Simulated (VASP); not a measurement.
# KTaO3 (Pm-3m) in VASP: vibrations by perturbation theory with PBE

Aim: the vibrations by perturbation theory of KTaO3 with PBE.

All numbers are computed with VASP 6.6.1; they aren't measurements. Logs are shortened: lines on timing, memory, paths and dates and some standing lists are left out, and cuts for length are marked.

### Step 1. The cell of the first run

It takes space group Pm-3m (No. 221, cubic). The conventional cell has a = 4.024 Å, b = 4.024 Å, c = 4.024 Å, α = 90.00°, β = 90.00°, γ = 90.00°. K (site symmetry m-3m) has 12 O at 2.85 Å and 8 Ta at 3.49 Å within 3.7 Å. Within 2.7 Å of Ta (site symmetry m-3m) lie 6 O at 2.01 Å. Within 2.7 Å of O (site symmetry 4/mmm) lie 2 Ta at 2.01 Å.

### Step 2. Vibrations by perturbation theory, PBE

The input, INCAR:

```
PREC = Accurate
ENCUT = 520
EDIFF = 1E-8
ISMEAR = 0
SIGMA = 0.01
LREAL = F
LASPH = T
NELM = 60
ALGO = Normal
ISIF = 2
LWAVE = F
LCHARG = T
GGA = PE
NBANDS = 27
IBRION = 8
NSW = 1
LEPSILON = T
```

The input, KPOINTS:

```
Automatic mesh
0
Gamma
  8 8 8
```

The input, POSCAR:

```
KTaO3
1.0
    4.0243806573      0.0000000000      0.0000000000
    0.0000000000      4.0243806573      0.0000000000
    0.0000000000      0.0000000000      4.0243806573
K Ta O
1 1 3
Direct
    0.5000000000      0.5000000000      0.5000000000
    0.0000000000      0.0000000000      0.0000000000
    0.5000000000      0.0000000000      0.0000000000
    0.0000000000      0.5000000000      0.0000000000
    0.0000000000      0.0000000000      0.5000000000
```

Potentials or basis: VASP PAW PBE potentials, release 64 (K_sv, Ta_pv, O).

On the command line:

```
$ cat potpaw_PBE.64/K_sv/POTCAR potpaw_PBE.64/Ta_pv/POTCAR potpaw_PBE.64/O/POTCAR > POTCAR
$ mpirun -np 1 vasp_std > vasp.out
```

OUTCAR:

```text
PREC = Accurate
   ENCUT = 520
   EDIFF = 1E-8
   ISMEAR = 0
   LREAL = F
   LASPH = T
   NELM = 60
   ISIF = 2
   GGA = PE
   IBRION = 8
   NSW = 1
   LEPSILON = T

 ion  position               nearest neighbor table
   1  0.500  0.500  0.500-   3 2.85   4 2.85   5 2.85   3 2.85   4 2.85   3 2.85   5 2.85   3 2.85
                             4 2.85   5 2.85   4 2.85   5 2.85   2 3.49   2 3.49   2 3.49   2 3.49
   2  0.000  0.000  0.000-   3 2.01   4 2.01   5 2.01   5 2.01   4 2.01   3 2.01   1 3.49   1 3.49
                             1 3.49   1 3.49   1 3.49   1 3.49   1 3.49   1 3.49
   3  0.500  0.000  0.000-   2 2.01   2 2.01   1 2.85   1 2.85   1 2.85   1 2.85
   4  0.000  0.500  0.000-   2 2.01   2 2.01   1 2.85   1 2.85   1 2.85   1 2.85
   5  0.000  0.000  0.500-   2 2.01   2 2.01   1 2.85   1 2.85   1 2.85   1 2.85

  LATTYP: Found a simple cubic cell.
 ALAT       =     4.0243806573

  Lattice vectors:

 A1 = (   4.0243806573,   0.0000000000,   0.0000000000)
 A2 = (   0.0000000000,   4.0243806573,   0.0000000000)
 A3 = (   0.0000000000,   0.0000000000,   4.0243806573)

Analysis of symmetry for initial positions (statically):
=====================================================================
 Subroutine PRICEL returns:
 Original cell was already a primitive cell.

 Routine SETGRP: Setting up the symmetry group for a
 simple cubic supercell.

 Subroutine GETGRP returns: Found 48 space group operations
 (whereof 48 operations were pure point group operations)
 out of a pool of 48 trial point group operations.
[... 1032 lines left out ...]
  x     0.00000     0.00000     0.00000     0.00000     0.00000     0.00000
  y     0.00000     0.00000     0.00000     0.00000     0.00000     0.00000
  z     0.00000     0.00000     0.00000     0.00000     0.00000     0.00000

 SECOND DERIVATIVES (NOT SYMMETRIZED)
 ------------------------------------
               1X          1Y          1Z          2X          2Y          2Z          3X          3Y          3Z          4X          4Y          4Z          5X          5Y          5Z
  1X    -3.863323    0.000000   -0.000000    2.225390    0.000000   -0.000000    0.671760    0.000000   -0.000000    0.483087    0.000000   -0.000000    0.483087    0.000000   -0.000000
  1Y     0.000000   -3.863323    0.000000    0.000000    2.225390   -0.000000    0.000000    0.483087    0.000000    0.000000    0.671760   -0.000000    0.000000    0.483087    0.000000
  1Z     0.000000    0.000000   -3.863323   -0.000000   -0.000000    2.225390   -0.000000   -0.000000    0.483087   -0.000000   -0.000000    0.483087   -0.000000   -0.000000    0.671760
  2X     2.215941    0.000000    0.000000   -1.061729   -0.000000    0.000000   -1.136394   -0.000000    0.000000   -0.008909    0.000000    0.000000   -0.008909   -0.000000    0.000000
  2Y     0.000000    2.215941    0.000000   -0.000000   -1.061729    0.000000   -0.000000   -0.008909   -0.000000   -0.000000   -1.136394    0.000000   -0.000000   -0.008909    0.000000
  2Z     0.000000    0.000000    2.215941    0.000000    0.000000   -1.061729   -0.000000   -0.000000   -0.008909   -0.000000   -0.000000   -0.008909    0.000000    0.000000   -1.136394
  3X     0.666217    0.000000   -0.000000   -1.130215    0.000000    0.000000   -9.803042    0.000000   -0.000000    5.133520    0.000000    0.000000    5.133520   -0.000000   -0.000000
  3Y     0.000000    0.486600    0.000000    0.000000   -0.016973    0.000000    0.000000   -4.862458    0.000000    0.000000    5.141003    0.000000    0.000000   -0.748172    0.000000
  3Z     0.000000    0.000000    0.486600    0.000000    0.000000   -0.016973    0.000000    0.000000   -4.862458    0.000000    0.000000   -0.748172    0.000000    0.000000    5.141003
  4X     0.486600    0.000000    0.000000   -0.016973    0.000000    0.000000    5.141003    0.000000    0.000000   -4.862458    0.000000    0.000000   -0.748172    0.000000    0.000000
  4Y     0.000000    0.666217    0.000000    0.000000   -1.130215    0.000000    0.000000    5.133520    0.000000    0.000000   -9.803042   -0.000000   -0.000000    5.133520   -0.000000
  4Z     0.000000    0.000000    0.486600    0.000000    0.000000   -0.016973    0.000000    0.000000   -0.748172    0.000000    0.000000   -4.862458    0.000000    0.000000    5.141003
  5X     0.486600    0.000000    0.000000   -0.016973    0.000000    0.000000    5.141003    0.000000    0.000000   -0.748172    0.000000    0.000000   -4.862458    0.000000    0.000000
  5Y     0.000000    0.486600    0.000000    0.000000   -0.016973    0.000000    0.000000   -0.748172    0.000000    0.000000    5.141003    0.000000    0.000000   -4.862458    0.000000
  5Z     0.000000   -0.000000    0.666217    0.000000    0.000000   -1.130215   -0.000000    0.000000    5.133520    0.000000   -0.000000    5.133520   -0.000000   -0.000000   -9.803042

 Eigenvectors and eigenvalues of the dynamical matrix
 ----------------------------------------------------

   1 f  =   15.274297 THz    95.971239 2PiTHz  509.495711 cm-1    63.169389 meV
             X         Y         Z           dx          dy          dz
      2.012190  2.012190  2.012190     0.006286    0.000073    0.000000
      0.000000  0.000000  0.000000    -0.017703   -0.000206    0.000000
      2.012190  0.000000  0.000000    -0.799233    0.004937    0.000000
      0.000000  2.012190  0.000000     0.424699   -0.009292   -0.000000
      0.000000  0.000000  2.012190     0.424699    0.004937    0.000000
[... 105 lines left out ...]
  15 f/i=    1.278964 THz     8.035968 2PiTHz   42.661647 cm-1     5.289368 meV
             X         Y         Z           dx          dy          dz
      2.012190  2.012190  2.012190     0.151326    0.089822    0.003581
      0.000000  0.000000  0.000000    -0.438380   -0.260207   -0.010375
      2.012190  0.000000  0.000000     0.441850    0.240689    0.009597
      0.000000  2.012190  0.000000     0.405498    0.262266    0.009597
      0.000000  0.000000  2.012190     0.405498    0.240689    0.010457

--------------------------------------------------------------------------------------------------------

 MACROSCOPIC STATIC DIELECTRIC TENSOR IONIC CONTRIBUTION
 ------------------------------------------------------
           4.252634    -0.000000     0.000000
          -0.000000     4.252634     0.000000
           0.000000     0.000000     4.252634
 ------------------------------------------------------

 ELASTIC MODULI CONTR FROM IONIC RELAXATION (kBar)
 Direction    XX          YY          ZZ          XY          YZ          ZX
 --------------------------------------------------------------------------------
 XX           0.0000      0.0000      0.0000      0.0000      0.0000      0.0000
 YY           0.0000      0.0000      0.0000      0.0000      0.0000      0.0000
 ZZ           0.0000      0.0000      0.0000      0.0000      0.0000      0.0000
 XY           0.0000      0.0000      0.0000      0.0000      0.0000      0.0000
 YZ           0.0000      0.0000      0.0000      0.0000      0.0000      0.0000
 ZX           0.0000      0.0000      0.0000      0.0000      0.0000      0.0000
 --------------------------------------------------------------------------------

 PIEZOELECTRIC TENSOR IONIC CONTR  for field in x, y, z        (C/m^2)
          XX          YY          ZZ          XY          YZ          ZX
  --------------------------------------------------------------------------------
  x     0.00000     0.00000     0.00000     0.00000     0.00000     0.00000
  y     0.00000     0.00000     0.00000     0.00000     0.00000     0.00000
  z     0.00000     0.00000     0.00000     0.00000     0.00000     0.00000
```

OSZICAR:

```text
N       E                     dE             d eps       ncg     rms          rms(c)
DAV:   1     0.323365352217E+03    0.32337E+03   -0.20708E+04  1890   0.141E+03
[... 313 lines left out ...]
RMM:  13    -0.370106806423E+00   -0.34485E-07    0.75402E-07 15776   0.225E-04    0.570E-06
RMM:  14    -0.370106801751E+00    0.46723E-08   -0.46716E-07 15448   0.181E-04    0.348E-06
RMM:  15    -0.370106817346E+00   -0.15595E-07    0.38122E-07 14764   0.152E-04    0.242E-06
RMM:  16    -0.370106814610E+00    0.27360E-08   -0.18650E-07 14469   0.135E-04    0.121E-06
RMM:  17    -0.370106809656E+00    0.49541E-08    0.11509E-07 13861   0.124E-04    0.247E-06
RMM:  18    -0.370106812399E+00   -0.27434E-08   -0.12686E-07 13211   0.116E-04    0.103E-06
RMM:  19    -0.370106814937E+00   -0.25378E-08    0.80784E-08 13122   0.112E-04    0.673E-07
 Linear response finished
```

stdout:

```text
POSCAR found type information on POSCAR K TaO
 POSCAR found :  3 types and       5 ions
 scaLAPACK will be used
 LDA part: xc-table for (Slater+PW92), standard interpolation
 POSCAR, INCAR and KPOINTS ok, starting setup
 FFT: planning ... GRIDC
 FFT: planning ... GRID_SOFT
 FFT: planning ... GRID
 WAVECAR not read
 entering main loop
[... 32 lines left out ...]
 force on displaced ion       2 direction 1 :  -1.062   0.000  -0.000
 Born effective charge ion    2 direction 1 :   8.799   0.000   0.000
 Linear response progress:
 first order change of Fermi-energy  -0.10370E-02
 force on displaced ion       3 direction 1 :  -9.803   0.000  -0.000
 Born effective charge ion    3 direction 1 :  -6.622   0.000   0.000
 Linear response progress:
 first order change of Fermi-energy  -0.15394E-03
 force on displaced ion       3 direction 2 :   0.000  -4.862   0.000
 Born effective charge ion    3 direction 2 :   0.000  -1.664   0.000
 Born effective charges drift removed
 Linear response finished
```

Run time: 34 min. Hardware: 1 thread of Oxide Virtual Turin-like, shared host; peak memory 0.67 GiB.

Results:

| Quantity | Value |
| --- | --- |
| Electronic dielectric tensor (diagonal) | 5.48 |
| Born charges (mean of the diagonal) | K +1.15; Ta +8.80; O -3.32 e |
| Highest phonon frequency at Γ, LO-TO splitting left out | 509 cm⁻¹ |
| Most unstable mode | 43i cm⁻¹ |

Phonon frequencies in cm⁻¹ (negative: imaginary):
| q point | frequencies |
| --- | --- |
| (0.000, 0.000, 0.000) | -43 -43 -43 0 0 0 181 181 181 264 264 264 509 509 509 |

Electronic dielectric tensor:
```
5.48 0.00 0.00
0.00 5.48 0.00
0.00 0.00 5.48
```

Born effective charge tensors (e):
atom 1, K
```
1.15 0.00 0.00
0.00 1.15 0.00
0.00 0.00 1.15
```
atom 2, Ta
```
8.80 0.00 0.00
0.00 8.80 0.00
0.00 0.00 8.80
```
atom 3, O
```
-6.62  0.00  0.00
 0.00 -1.66  0.00
 0.00  0.00 -1.66
```
atom 4, O
```
-1.66  0.00  0.00
 0.00 -6.62  0.00
 0.00  0.00 -1.66
```
atom 5, O
```
-1.66  0.00  0.00
 0.00 -1.66  0.00
 0.00  0.00 -6.62
```

Caveat: some modes are imaginary; spin-orbit coupling is left out, which moves the levels of the heavy elements.
